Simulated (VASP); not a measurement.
# C (C2/m) in VASP: further runs

C is run at these levels: r2SCAN, PBE, LDA, PBEsol; tasks: single point.

All numbers are computed with VASP 6.6.1; they aren't measurements. Logs are shortened: lines on timing, memory, paths and dates and some standing lists are left out, and cuts for length are marked.

## Step 1: The cell of the first run

It takes space group C2/m (No. 12, monoclinic). Conventional cell: a = 4.255 Å, b = 2.457 Å, c = 3.765 Å, α = 90.00°, β = 111.49°, γ = 90.00°. Within 1.9 Å of C (site symmetry m) lie 3 C at 1.42 Å.

## Step 2: Single point, r2SCAN

File POSCAR:

```
C
1.0
    2.1273203072     -1.2282824400      0.0000000000
    2.1273203072      1.2282824400      0.0000000000
   -1.3790696309      0.0000000000      3.5028300786
C
2
Direct
    0.1666444700      0.1666444700      0.9999069600
    0.8333555300      0.8333555300      0.0000930400
```

File INCAR.step1:

```
  PREC = Accurate
  ENCUT = 520
  ISMEAR = -1
  SIGMA = 0.05
  LREAL = False
  LASPH = True
  NELM = 80
  NBANDS = 11
  GGA = PE
  ALGO = Normal
  EDIFF = 1E-4
  LWAVE = True
  LCHARG = False
```

File INCAR.step2:

```
  PREC = Accurate
  ENCUT = 520
  EDIFF = 1E-7
  ISMEAR = -1
  SIGMA = 0.05
  LREAL = False
  LASPH = True
  NELM = 80
  ALGO = Normal
  ISIF = 2
  LWAVE = False
  LCHARG = True
  METAGGA = R2SCAN
  LMIXTAU = True
  LELF = True
  LVHAR = True
  NBANDS = 11
  ISTART = 1
```

File KPOINTS:

```
regular mesh
0
Gamma
  13 13 8
```

Potentials or basis: VASP PAW PBE potentials, release 64 (C).

Launch:

```console
> cat potpaw_PBE.64/C/POTCAR > POTCAR
> cp INCAR.step1 INCAR
> mpirun -np 1 vasp_std > vasp.out
> cp INCAR.step2 INCAR
> mpirun -np 1 vasp_std > vasp.out
```

OUTCAR:

```text
PREC = Accurate
   ENCUT = 520
   EDIFF = 1E-7
   ISMEAR = -1
   LREAL = False
   LASPH = True
   NELM = 80
   ISIF = 2
   METAGGA = R2SCAN
   ISTART = 1

 ion  position               nearest neighbor table
   1  0.167  0.167  1.000-   2 1.42   2 1.42   2 1.42
   2  0.833  0.833  0.000-   1 1.42   1 1.42   1 1.42

  LATTYP: Found a base centered monoclinic cell.
 ALAT       =     4.2546406144
 B/A-ratio  =     0.5773848141
 C/A-ratio  =     0.8848045598
 COS(beta)  =    -0.3663329314

  Lattice vectors:

 A1 = (   2.1273203072,  -1.2282824400,   0.0000000000)
 A2 = (   2.1273203072,   1.2282824400,   0.0000000000)
 A3 = (  -1.3790696309,   0.0000000000,   3.5028300786)

Analysis of symmetry for initial positions (statically):
=====================================================================
 Subroutine PRICEL returns:
 Original cell was already a primitive cell.

 Routine SETGRP: Setting up the symmetry group for a
 base centered monoclinic supercell.

 Subroutine GETGRP returns: Found  4 space group operations
 (whereof  4 operations were pure point group operations)
 out of a pool of  4 trial point group operations.

The static configuration has the point symmetry C_2h.

Analysis of symmetry for dynamics (positions and initial velocities):
=====================================================================
 Subroutine PRICEL returns:
 Original cell was already a primitive cell.

 Routine SETGRP: Setting up the symmetry group for a
 base centered monoclinic supercell.

 Subroutine GETGRP returns: Found  4 space group operations
 (whereof  4 operations were pure point group operations)
 out of a pool of  4 trial point group operations.

The dynamic configuration has the point symmetry C_2h.

 Subroutine INISYM returns: Found  4 space group operations
 (whereof  4 operations are pure point group operations),
 and found     1 'primitive' translations

----------------------------------------------------------------------------------------

                                     Primitive cell

  volume of cell :      18.3054

  direct lattice vectors                    reciprocal lattice vectors
     2.127320307 -1.228282440  0.000000000     0.235037478 -0.407072497  0.092534619
     2.127320307  1.228282440  0.000000000     0.235037478  0.407072497  0.092534619
    -1.379069631  0.000000000  3.502830079     0.000000000  0.000000000  0.285483446

  length of vectors
[... 81 lines left out ...]
   NELM   =     80;   NELMIN=  2; NELMDL=  0     # of ELM steps
   EDIFF  = 0.1E-06   stopping-criterion for ELM
   LREAL  =      F    real-space projection
   EDIFFG = 0.1E-05   stopping-criterion for IOM
   NSW    =      0    number of steps for IOM
   IBRION =     -1    ionic relax: 0-MD 1-quasi-New 2-CG
   NFREE  =      0    steps in history (QN), initial steepest desc. (CG)
   ISIF   =      2    stress and relaxation
   ISYM   =      2    0-nonsym 1-usesym 2-fastsym
   POTIM  = 0.5000    time-step for ionic-motion
   TEBEG  =    0.0;   TEEND  =   0.0 temperature during run
   PSTRESS=    0.0 pullay stress
   NELECT =       8.0000    total number of electrons
   NUPDOWN=      -1.0000    fix difference up-down
   EMIN   =  10.00;   EMAX   =-10.00  energy-range for DOS
   EFERMI =   0.00;   METHOD = LEGACY
   ISMEAR =    -1;   SIGMA  =   0.05  broadening in eV -4-tet -1-fermi 0-gaus
   EFERMI_NEDOS =   21; number of points for ismear=-14 and -15
   IALGO  =     38    algorithm
   IMIX   =      4    mixing-type and parameters
     AMIX     =   0.40;   BMIX     =  1.00
     AMIX_MAG =   1.60;   BMIX_MAG =  1.00
  volume/ion in A,a.u.               =       9.15        61.77
  Fermi-wavevector in a.u.,A,eV,Ry     =   1.242352  2.347705 20.999765  1.543439
  Thomas-Fermi vector in A             =   2.376710
   LORBIT       =      0    0 simple, 1 ext, 2 COOP (PROOUT), +10 PAW based schemes
   METAGGA = R2SCAN    functional components
   LHFCALC =     F    Hartree Fock is set to
   AEXX    =    0.0000 exact exchange contribution
   IVDW    =     0    specifies the selected vdW correction
   LEPSILON=     F    determine dielectric tensor
   LRPA    =     F    only Hartree local field effects (RPA)
 non-spin polarized calculation
  energy-cutoff  :      520.00
  volume of cell :       18.31
 maximum number of plane-waves:       506
   NGX =  9   NGY =  9   NGZ = 13

 number of electron       8.0000000 magnetization

 Free energy of the ion-electron system (eV)
  ---------------------------------------------------
  ext. energy  EPLUGINS =         0.00000000
  ---------------------------------------------------
  free energy    TOTEN  =       -19.87765102 eV

  energy without entropy =      -19.87765039  energy(sigma->0) =      -19.87765070

 E-fermi :   4.3795     XC(G=0): -10.8336

 val. band max:        3.9009492658   @ k =  -0.3077   0.3077   0.0000
 cond. band min:       4.8910884587   @ k =  -0.3077   0.3846   0.3750
 fundamental gap:      0.9901391929
 Fermi energy:         4.3794982289

 k-point     1 :       0.0000    0.0000    0.0000
  band No.  band energies     occupation
      1     -16.6236      2.00000
      2      -2.9467      2.00000
      3       1.1116      2.00000
      4       1.1152      2.00000
      5       8.3806      0.00000
      6      13.0630      0.00000
      7      13.0654      0.00000
      8      16.7481      0.00000
      9      17.6398      0.00000
     10      28.3822      0.00000
     11      29.7469      0.00000
[... 309 lines left out ...]
 k-point    24 :       0.4615    0.1538    0.0000
  band No.  band energies     occupation
      1     -12.5013      2.00000
      2      -7.1531      2.00000
      3      -3.7990      2.00000
      4       1.0109      2.00000
      5       8.0238      0.00000
      6      14.4291      0.00000
      7      14.9630      0.00000
      8      18.4951      0.00000
      9      19.9702      0.00000
     10      23.4751      0.00000
     11      28.0201      0.00000

 [... further k-points ...]
[... 5 lines left out ...]
  --------------------------------------------------------------------------------------
  -------------------------------------------------------------------------------------
  Total        0.0782075      0.0690872      0.0192993      0.0000000      0.0000000     -0.0038989
  in kB        6.8450825      6.0468331      1.6891662      0.0000000      0.0000000     -0.3412524
  external PRESSURE =       4.8603606 kB  Pullay stress =       0.0000000 kB

 VOLUME and BASIS-vectors are now :
 -----------------------------------------------------------------------------
  energy-cutoff  :      520.00
  volume of cell :       18.31
      direct lattice vectors                 reciprocal lattice vectors
     2.127320307 -1.228282440  0.000000000     0.235037478 -0.407072497  0.092534619
     2.127320307  1.228282440  0.000000000     0.235037478  0.407072497  0.092534619
    -1.379069631  0.000000000  3.502830079     0.000000000  0.000000000  0.285483446

 POSITION                                       TOTAL-FORCE (eV/Angst)
 -----------------------------------------------------------------------------------
     -0.66993      0.00000      3.50250        -0.002211      0.000000      0.010234
      3.54550      0.00000      0.00033         0.002211      0.000000     -0.010234
 -----------------------------------------------------------------------------------
    total drift:                               -0.000000     -0.000000      0.000000

  FREE ENERGIE OF THE ION-ELECTRON SYSTEM (eV)
  ---------------------------------------------------
  free  energy   TOTEN  =       -19.8776510169 eV

  energy  without entropy=      -19.8776503881  energy(sigma->0) =      -19.87765070
```

Run time: 4.8 min. Hardware: 1 thread of Intel Xeon Platinum 8259CL at 2.50GHz (Skylake/Cascade Lake), shared host; peak memory 0.17 GiB.

What came out:

- Free energy: -19.8777 eV
- Pressure: 0.5 GPa
- Largest force: 0.010 eV/Å
- Band gap on the k mesh: 0.99 eV, indirect (least direct gap 1.00 eV)

Forces in eV/Å, atoms in the order of the input:
```
C   -0.002  0.000  0.010
C    0.002  0.000 -0.010
```

Stress tensor (GPa, compression positive):
```
 0.68  0.00 -0.03
 0.00  0.60  0.00
-0.03  0.00  0.17
```

Caveat: the PAW data sets were made with another functional, which shifts forces and pressure a little. r2SCAN opens gaps a little over a GGA but as a rule still falls short of measured ones.

## Step 3: Single point, r2SCAN

POSCAR is that of step 2.

File INCAR.step1:

```
SYSTEM = C
  PREC = Accurate
  ENCUT = 520
  ISMEAR = -1
  SIGMA = 0.05
  LREAL = .False.
  LASPH = .True.
  NELM = 60
  NBANDS = 11
  GGA = PE
  ALGO = Normal
  EDIFF = 1E-4
  LWAVE = .True.
  LCHARG = .False.
```

File INCAR.step2:

```
SYSTEM = C
  PREC = Accurate
  ENCUT = 520
  EDIFF = 1E-6
  ISMEAR = -1
  SIGMA = 0.05
  LREAL = .False.
  LASPH = .True.
  NELM = 60
  ALGO = Normal
  ISIF = 2
  LWAVE = .False.
  LCHARG = .True.
  METAGGA = R2SCAN
  LMIXTAU = .True.
  LELF = .True.
  LVHAR = .True.
  NBANDS = 11
  ISTART = 1
```

File KPOINTS:

```
regular mesh
0
Gamma
  13 13 8
  0 0 0
```

Potentials or basis: VASP PAW PBE potentials, release 64 (C).

Launch:

```console
> cat potpaw_PBE.64/C/POTCAR > POTCAR
> cp INCAR.step1 INCAR
> mpirun -np 1 vasp_std > vasp.out
> cp INCAR.step2 INCAR
> mpirun -np 1 vasp_std > vasp.out
```

OUTCAR:

```text
SYSTEM = C
   PREC = Accurate
   ENCUT = 520
   EDIFF = 1E-6
   ISMEAR = -1
   LREAL = .False.
   LASPH = .True.
   NELM = 60
   ISIF = 2
   METAGGA = R2SCAN
   ISTART = 1

 ion  position               nearest neighbor table
   1  0.167  0.167  1.000-   2 1.42   2 1.42   2 1.42
   2  0.833  0.833  0.000-   1 1.42   1 1.42   1 1.42

  LATTYP: Found a base centered monoclinic cell.
 ALAT       =     4.2546406144
 B/A-ratio  =     0.5773848141
 C/A-ratio  =     0.8848045598
 COS(beta)  =    -0.3663329314

  Lattice vectors:

 A1 = (   2.1273203072,  -1.2282824400,   0.0000000000)
 A2 = (   2.1273203072,   1.2282824400,   0.0000000000)
 A3 = (  -1.3790696309,   0.0000000000,   3.5028300786)

Analysis of symmetry for initial positions (statically):
=====================================================================
 Subroutine PRICEL returns:
 Original cell was already a primitive cell.

 Routine SETGRP: Setting up the symmetry group for a
 base centered monoclinic supercell.

 Subroutine GETGRP returns: Found  4 space group operations
 (whereof  4 operations were pure point group operations)
 out of a pool of  4 trial point group operations.

The static configuration has the point symmetry C_2h.

Analysis of symmetry for dynamics (positions and initial velocities):
=====================================================================
 Subroutine PRICEL returns:
 Original cell was already a primitive cell.

 Routine SETGRP: Setting up the symmetry group for a
 base centered monoclinic supercell.

 Subroutine GETGRP returns: Found  4 space group operations
 (whereof  4 operations were pure point group operations)
 out of a pool of  4 trial point group operations.

The dynamic configuration has the point symmetry C_2h.

 Subroutine INISYM returns: Found  4 space group operations
 (whereof  4 operations are pure point group operations),
 and found     1 'primitive' translations

[... 111 lines left out ...]
   IALGO  =     38    algorithm
   IMIX   =      4    mixing-type and parameters
     AMIX     =   0.40;   BMIX     =  1.00
     AMIX_MAG =   1.60;   BMIX_MAG =  1.00
  volume/ion in A,a.u.               =       9.15        61.77
  Fermi-wavevector in a.u.,A,eV,Ry     =   1.242352  2.347705 20.999765  1.543439
  Thomas-Fermi vector in A             =   2.376710
   LORBIT       =      0    0 simple, 1 ext, 2 COOP (PROOUT), +10 PAW based schemes
   METAGGA = R2SCAN    functional components
   LHFCALC =     F    Hartree Fock is set to
   AEXX    =    0.0000 exact exchange contribution
   IVDW    =     0    specifies the selected vdW correction
   LEPSILON=     F    determine dielectric tensor
   LRPA    =     F    only Hartree local field effects (RPA)
 non-spin polarized calculation
  energy-cutoff  :      520.00
  volume of cell :       18.31
 maximum number of plane-waves:       506
   NGX =  9   NGY =  9   NGZ = 13

 number of electron       8.0000000 magnetization

 Free energy of the ion-electron system (eV)
  ---------------------------------------------------
  ext. energy  EPLUGINS =         0.00000000
  ---------------------------------------------------
  free energy    TOTEN  =       -19.87765058 eV

  energy without entropy =      -19.87764995  energy(sigma->0) =      -19.87765026

 E-fermi :   4.3793     XC(G=0): -10.8335

 val. band max:        3.9007910395   @ k =  -0.3077   0.3077   0.0000
 cond. band min:       4.8909290964   @ k =  -0.3077   0.3846   0.3750
 fundamental gap:      0.9901380569
 Fermi energy:         4.3793352264

 k-point     1 :       0.0000    0.0000    0.0000
  band No.  band energies     occupation
      1     -16.6237      2.00000
      2      -2.9468      2.00000
      3       1.1113      2.00000
      4       1.1149      2.00000
      5       8.3805      0.00000
      6      13.0629      0.00000
      7      13.0653      0.00000
      8      16.7479      0.00000
      9      17.6395      0.00000
     10      28.3819      0.00000
     11      29.7465      0.00000
[... 309 lines left out ...]
 k-point    24 :       0.4615    0.1538    0.0000
  band No.  band energies     occupation
      1     -12.5015      2.00000
      2      -7.1533      2.00000
      3      -3.7992      2.00000
      4       1.0108      2.00000
      5       8.0236      0.00000
      6      14.4291      0.00000
      7      14.9629      0.00000
      8      18.4950      0.00000
      9      19.9702      0.00000
     10      23.4751      0.00000
     11      28.0199      0.00000

 [... further k-points ...]
[... 5 lines left out ...]
  --------------------------------------------------------------------------------------
  -------------------------------------------------------------------------------------
  Total        0.0789791      0.0698357      0.0215164      0.0000000      0.0000000     -0.0038882
  in kB        6.9126224      6.1123426      1.8832191      0.0000000      0.0000000     -0.3403091
  external PRESSURE =       4.9693947 kB  Pullay stress =       0.0000000 kB

 VOLUME and BASIS-vectors are now :
 -----------------------------------------------------------------------------
  energy-cutoff  :      520.00
  volume of cell :       18.31
      direct lattice vectors                 reciprocal lattice vectors
     2.127320307 -1.228282440  0.000000000     0.235037478 -0.407072497  0.092534619
     2.127320307  1.228282440  0.000000000     0.235037478  0.407072497  0.092534619
    -1.379069631  0.000000000  3.502830079     0.000000000  0.000000000  0.285483446

 POSITION                                       TOTAL-FORCE (eV/Angst)
 -----------------------------------------------------------------------------------
     -0.66993      0.00000      3.50250        -0.002215      0.000000      0.010239
      3.54550      0.00000      0.00033         0.002215      0.000000     -0.010239
 -----------------------------------------------------------------------------------
    total drift:                               -0.000000     -0.000000      0.000000

  FREE ENERGIE OF THE ION-ELECTRON SYSTEM (eV)
  ---------------------------------------------------
  free  energy   TOTEN  =       -19.8776505777 eV

  energy  without entropy=      -19.8776499488  energy(sigma->0) =      -19.87765026
```

OUTCAR.step1:

```text
SYSTEM = C
   PREC = Accurate
   ENCUT = 520
   ISMEAR = -1
   LREAL = .False.
[... 560 lines left out ...]
     -0.66993      0.00000      3.50250        -0.002217      0.000000      0.003725
      3.54550      0.00000      0.00033         0.002217      0.000000     -0.003725
 -----------------------------------------------------------------------------------
    total drift:                               -0.000000     -0.000000      0.000000

  FREE ENERGIE OF THE ION-ELECTRON SYSTEM (eV)
  ---------------------------------------------------
  free  energy   TOTEN  =       -18.4345800591 eV

  energy  without entropy=      -18.4345789305  energy(sigma->0) =      -18.43457949
```

OSZICAR.step1:

```text
N       E                     dE             d eps       ncg     rms          rms(c)
DAV:   1     0.865742674128E+00    0.86574E+00   -0.40985E+03  8306   0.646E+02
DAV:   2    -0.192182463650E+02   -0.20084E+02   -0.19352E+02 10887   0.119E+02
DAV:   3    -0.196718338272E+02   -0.45359E+00   -0.45275E+00 10197   0.147E+01
DAV:   4    -0.196736313082E+02   -0.17975E-02   -0.17973E-02  9643   0.114E+00
DAV:   5    -0.196736392984E+02   -0.79903E-05   -0.79902E-05 10414   0.680E-02    0.640E+00
DAV:   6    -0.187323064237E+02    0.94133E+00   -0.78743E-01  9566   0.516E+00    0.373E+00
DAV:   7    -0.184305001734E+02    0.30181E+00   -0.90850E-01  9850   0.558E+00    0.106E+00
DAV:   8    -0.184347655430E+02   -0.42654E-02   -0.22749E-02  9120   0.951E-01    0.131E-01
DAV:   9    -0.184344950996E+02    0.27044E-03   -0.65065E-04  9968   0.161E-01    0.617E-02
DAV:  10    -0.184345800591E+02   -0.84959E-04   -0.18468E-04  9271   0.931E-02
   1 F= -.18434580E+02 E0= -.18434579E+02  d E =-.112861E-05
```

Wall time 4.4 min (1 thread of Intel Xeon Platinum 8259CL at 2.50GHz (Skylake/Cascade Lake), shared host); peak memory 0.17 GiB.

Results:

| Property | Result |
| --- | --- |
| Free energy | -19.8777 eV |
| Pressure | 0.5 GPa |
| Largest force | 0.010 eV/Å |
| Band gap on the k mesh | 0.99 eV, indirect (least direct gap 1.00 eV) |

Forces on the atoms (eV/Å):
```
C   -0.002  0.000  0.010
C    0.002  0.000 -0.010
```

Caveat: the PAW data sets were made with another functional, which shifts forces and pressure a little. A k mesh can miss the band edges.

## Step 4: Single point, PBE

File INCAR:

```
SYSTEM = C
ALGO = Normal
EDIFF = 1E-6
ENCUT = 520
GGA = PE
ISIF = 2
ISMEAR = -1
LASPH = .TRUE.
LCHARG = .FALSE.
LREAL = .FALSE.
LWAVE = .FALSE.
NBANDS = 11
NELM = 60
PREC = Accurate
SIGMA = 0.05
```

File KPOINTS:

```
k-points
0
G
  13 13 8
  0 0 0
```

POSCAR is that of step 3.

Launch:

```console
> cat potpaw_PBE.64/C/POTCAR > POTCAR
> mpirun -np 1 vasp_std > vasp.out
```

Wall time 21 s (1 thread of Intel Xeon 6975P-C (Granite Rapids), shared host); peak memory 0.16 GiB.

The run converged. Its results:

* Free energy: -18.4346 eV
* Pressure: 4.2 GPa
* Largest force: 0.004 eV/Å
* Band gap on the k mesh: 0.93 eV, indirect (least direct gap 0.94 eV)

Forces on the atoms (eV/Å):
```
C   -0.002  0.000  0.004
C    0.002  0.000 -0.004
```

Stress tensor (GPa, compression positive):
```
 5.33  0.00 -0.03
 0.00  5.26  0.00
-0.03  0.00  2.10
```

Levels at points of the mesh, in eV from the valence-band top:
```tsv
k point	band 2	band 3	band 4	band 5	band 6	band 7
(0.00, 0.00, 0.00)	-6.46	-2.62	-2.62	4.30	8.81	8.81
(0.00, 0.00, 0.50)	-8.03	-2.63	-2.63	8.77	8.78	9.93
```

Caveat: this functional lacks dispersion, which binds the layers, so the pressure and a relaxed spacing across them are unreliable. A k mesh can miss the band edges.

[end of part 1 of 2]
